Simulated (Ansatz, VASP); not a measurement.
# CaZn2Sb2: VASP beside Ansatz

```
CELL_PARAMETERS angstrom
4.36079 0.00000 0.00000
-2.18040 3.77656 0.00000
0.00000 0.00000 7.21934
ATOMIC_POSITIONS crystal
Ca 0.00000 0.00000 0.00000
Zn 0.33333 0.66667 0.63354
Zn 0.66667 0.33333 0.36646
Sb 0.33333 0.66667 0.25587
Sb 0.66667 0.33333 0.74413
```

Alike in both runs: functional LDA; k mesh 12 × 12 × 6; occupations fermi-dirac, width 0.15 eV; no spin polarisation.

Ansatz relaxed the structure, and its values are those at the end. VASP's run is a single point on that final structure, the one shown.

|  | VASP | Ansatz |
| --- | --- | --- |
| version | VASP 6.6.1 | Ansatz 0.2.0 |
| potentials or method | VASP PAW LDA potentials, release 64 (Ca_sv, Zn, Sb), cutoff 520 eV | scalar-relativistic, plane waves, PAW |
| valence electrons in the cell | 44 | 64 |

|  | VASP | Ansatz | Ansatz less VASP |
| --- | --- | --- | --- |
| gap on the k mesh at the Fermi level (eV) | none | none | - |
| pressure (GPa) | 0.3 | 0.0 | -0.34 |
| rms of the force components (eV/Å) | 0.009 | 0.000 | -0.0089 |

LDA's correlation is that of Perdew and Zunger in VASP and of Perdew and Wang (1992) in Ansatz. A gap of «none» marks a metal or a gap that the smearing closes. VASP's potentials hold 44 valence electrons a cell and Ansatz's 64, so a difference there can come from the potentials and not from the codes.

Neither program's run includes spin-orbit coupling.
